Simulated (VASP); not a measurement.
# AlNi3 in VASP: a series of runs, part 2 of 3

VASP 6.6.1.

## (3) Single point, PBEsol, collinear spin, ferromagnetic start (uniaxial strain along a: -3.0 %)

INCAR

```
SYSTEM = AlNi3
PREC = Accurate ; ENCUT = 520
EDIFF = 1E-6 ; ISMEAR = 0
SIGMA = 0.1 ; LREAL = .FALSE.
LASPH = .TRUE. ; NELM = 150
ALGO = Normal ; ISIF = 2
LWAVE = .FALSE. ; LCHARG = .FALSE.
ISPIN = 2 ; MAGMOM = 0 0.28 0.28 0.28
LORBIT = 11 ; LMAXMIX = 4
GGA = PS ; NBANDS = 28
```

KPOINTS

```
Automatic mesh
0
G
  14 14 14
  0 0 0
```

POSCAR

```
AlNi3
1.0
    3.4135195398      0.0000000000      0.0000000000
    0.0000000000      3.5454855014      0.0000000000
    0.0000000000      0.0000000000      3.5454855014
Al Ni
1 3
Direct
    0.0000000000      0.0000000000      0.0000000000
    0.0000000000      0.5000000000      0.5000000000
    0.5000000000      0.0000000000      0.5000000000
    0.5000000000      0.5000000000      0.0000000000
```

Potentials or basis: VASP PAW PBE potentials, release 64 (Al, Ni).

Started as:

```
cat potpaw_PBE.64/Al/POTCAR potpaw_PBE.64/Ni/POTCAR > POTCAR
mpirun -np 1 vasp_std > vasp.out
```

OUTCAR:

```text
SYSTEM = AlNi3
   PREC = Accurate
   ENCUT = 520
   EDIFF = 1E-6
   ISMEAR = 0
   LREAL = .FALSE.
   LASPH = .TRUE.
   NELM = 150
   ISIF = 2
   ISPIN = 2
   LORBIT = 11
   GGA = PS

 ion  position               nearest neighbor table
   1  0.000  0.000  0.000-   3 2.46   4 2.46   3 2.46   4 2.46   3 2.46   4 2.46   3 2.46   4 2.46
                             2 2.51   2 2.51   2 2.51   2 2.51
   2  0.000  0.500  0.500-   3 2.46   4 2.46   4 2.46   3 2.46   3 2.46   4 2.46   4 2.46   3 2.46
                             1 2.51   1 2.51   1 2.51   1 2.51
   3  0.500  0.000  0.500-   1 2.46   2 2.46   1 2.46   2 2.46   1 2.46   2 2.46   1 2.46   2 2.46
                             4 2.51   4 2.51   4 2.51   4 2.51
   4  0.500  0.500  0.000-   1 2.46   2 2.46   2 2.46   1 2.46   1 2.46   2 2.46   2 2.46   1 2.46
                             3 2.51   3 2.51   3 2.51   3 2.51

  LATTYP: Found a simple tetragonal cell.
 ALAT       =     3.5454855014
 C/A-ratio  =     0.9627791563

  Lattice vectors:

 A1 = (   0.0000000000,   3.5454855014,   0.0000000000)
 A2 = (   0.0000000000,   0.0000000000,   3.5454855014)
 A3 = (   3.4135195398,   0.0000000000,   0.0000000000)

Analysis of symmetry for initial positions (statically):
=====================================================================
 Subroutine PRICEL returns:
 Original cell was already a primitive cell.

 Routine SETGRP: Setting up the symmetry group for a
 simple tetragonal supercell.

 Subroutine GETGRP returns: Found 16 space group operations
 (whereof 16 operations were pure point group operations)
 out of a pool of 16 trial point group operations.

The static configuration has the point symmetry D_4h.

Analysis of symmetry for dynamics (positions and initial velocities):
=====================================================================
 Subroutine PRICEL returns:
 Original cell was already a primitive cell.

 Routine SETGRP: Setting up the symmetry group for a
 simple tetragonal supercell.

 Subroutine GETGRP returns: Found 16 space group operations
 (whereof 16 operations were pure point group operations)
 out of a pool of 16 trial point group operations.

[... 171 lines left out ...]
 fundamental gap:      0.0058781880
 Fermi energy:        10.0286201926

 spin component 1

 k-point     1 :       0.0000    0.0000    0.0000
  band No.  band energies     occupation
      1      -0.2779      1.00000
      2       5.4399      1.00000
      3       6.1138      1.00000
      4       6.1749      1.00000
      5       6.5115      1.00000
      6       6.5487      1.00000
[... 733 lines left out ...]
     27      25.2488      0.00000
     28      25.5194      0.00000

 [... further k-points ...]

 spin component 2

 k-point     1 :       0.0000    0.0000    0.0000
  band No.  band energies     occupation
      1      -0.2949      1.00000
      2       5.5203      1.00000
      3       6.2465      1.00000
      4       6.3023      1.00000
      5       6.7347      1.00000
      6       6.7844      1.00000
[... 733 lines left out ...]
     27      25.2647      0.00000
     28      25.5609      0.00000

 [... further k-points ...]

------------------------ aborting loop because EDIFF is reached ----------------------------------------

  FORCE on cell =-STRESS in cart. coord.  units (eV):
  Direction    XX          YY          ZZ          XY          YZ          ZX
  --------------------------------------------------------------------------------------
  -------------------------------------------------------------------------------------
  Total        1.5017862      0.6158689      0.6158689      0.0000000      0.0000000     -0.0000000
  in kB       56.0744304     22.9956135     22.9956135      0.0000000      0.0000000     -0.0000000
  external PRESSURE =      34.0218858 kB  Pullay stress =       0.0000000 kB

 VOLUME and BASIS-vectors are now :
 -----------------------------------------------------------------------------
  energy-cutoff  :      520.00
  volume of cell :       42.91
      direct lattice vectors                 reciprocal lattice vectors
     3.413519540  0.000000000  0.000000000     0.292952769  0.000000000  0.000000000
     0.000000000  3.545485501  0.000000000     0.000000000  0.282048819  0.000000000
     0.000000000  0.000000000  3.545485501     0.000000000  0.000000000  0.282048819

 POSITION                                       TOTAL-FORCE (eV/Angst)
 -----------------------------------------------------------------------------------
      0.00000      0.00000      0.00000         0.000000      0.000000      0.000000
      0.00000      1.77274      1.77274         0.000000      0.000000      0.000000
      1.70676      0.00000      1.77274         0.000000      0.000000      0.000000
      1.70676      1.77274      0.00000         0.000000      0.000000      0.000000
 -----------------------------------------------------------------------------------
    total drift:                                0.000000      0.000000      0.000000

  FREE ENERGIE OF THE ION-ELECTRON SYSTEM (eV)
  ---------------------------------------------------
  free  energy   TOTEN  =       -24.2811670136 eV

  energy  without entropy=      -24.2621434182  energy(sigma->0) =      -24.27165522

 total charge

# of ion       s       p       d       tot
------------------------------------------
    1        0.412   0.413   0.000   0.825
    2        0.519   0.567   8.400   9.485
    3        0.519   0.567   8.411   9.497
    4        0.519   0.567   8.411   9.497
--------------------------------------------------
tot          1.968   2.114  25.221  29.304

 magnetization (x)

# of ion       s       p       d       tot
------------------------------------------
    1       -0.000  -0.007   0.000  -0.007
    2       -0.002  -0.007   0.231   0.222
    3       -0.002  -0.008   0.220   0.210
    4       -0.002  -0.008   0.220   0.210
--------------------------------------------------
tot         -0.008  -0.029   0.672   0.636
```

stdout:

```text
POSCAR found type information on POSCAR AlNi
 POSCAR found :  2 types and       4 ions
 scaLAPACK will be used
 -----------------------------------------------------------------------------
|                                                                             |
|                                                                             |
|     You enforced a specific xc type in the INCAR file but a different       |
|     I HOPE YOU KNOW WHAT YOU ARE DOING!                                     |
|                                                                             |
 -----------------------------------------------------------------------------

 LDA part: xc-table for (Slater+PW92), standard interpolation
 POSCAR, INCAR and KPOINTS ok, starting setup
 FFT: planning ... GRIDC
 FFT: planning ... GRID_SOFT
 FFT: planning ... GRID
 WAVECAR not read
 entering main loop
```

Wall time 18 min (1 thread of Oxide Virtual Turin-like, shared host); peak memory 0.51 GiB.

What came out:

```yaml
Free_energy: -24.2812 eV
Pressure: 3.4 GPa
Net_moment: 0.61 μB per cell
Site_moments: Al -0.01; Ni +0.22, +0.21 (each value once) μB
Valence_electrons_inside_the_program's_atomic_spheres: Al 0.82; Ni 9.48, 9.50 (each value once)
```

Caveat: the cell differs from its parent crystal (uniaxial strain along a: -3.0 %); the cell stands under pressure; the PAW data sets were made with another functional, which shifts forces and pressure a little.

(Continued in part 3 of 3.)
